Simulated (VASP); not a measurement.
A run of VASP 6.6.1 is set up as follows.

File INCAR:

```
SYSTEM = Se
PREC = Accurate
ENCUT = 600
EDIFF = 1E-6
ISMEAR = 0
SIGMA = 0.1
LREAL = .FALSE.
LASPH = .TRUE.
NELM = 60
ALGO = Normal
ISIF = 3
LWAVE = .FALSE.
LCHARG = .FALSE.
GGA = PE
IBRION = 2
NSW = 90
EDIFFG = -0.04
```

Contents of KPOINTS:

```
regular mesh
0
G
  6 6 6
  0 0 0
```

The input POSCAR:

```
Se
1.0
   -2.3305074300      2.7304549000      3.1422084400
    2.3305074300     -2.7304549000      3.1422084400
    2.3305074300      2.7304549000     -3.1422084400
Se
3
Direct
    0.5000000000      0.5000000000      0.0000000000
    0.0000000000      0.5000000000      0.5000000000
    0.5000000000      0.0000000000      0.5000000000
```

Potentials or basis: VASP PAW PBE potentials, release 64 (Se).

Run with:

```bash
$ cat potpaw_PBE.64/Se/POTCAR > POTCAR
$ mpirun -np 1 vasp_std > vasp.out
```

Problem. What does it give for the space group after relaxing (to 0.05 Å)?

Solution. Im-3m (No. 229).

Problem. What does it give for the relaxed volume?

Solution. 25.12 Å³/atom.

Problem. Predict the relaxed cell.

Solution. a = 4.609 Å, b = 4.609 Å, c = 4.609 Å, α = 109.45°, β = 109.48°, γ = 109.48°.

Problem. Predict the band gap on the k mesh.

Solution. Zero (band 9 reaches 3.19 eV, above the bottom of band 10 at 2.75 eV).

Final structure:
```xyz
3
Lattice="-2.6615 2.6604 2.6604 2.6615 -2.6604 2.6604 2.6615 2.6604 -2.6604" Properties=species:S:1:pos:R:3 pbc="T T T"
Se    0.0000    0.0000    2.6604
Se    0.0000    2.6604    2.6604
Se    0.0000    2.6604    0.0000
```
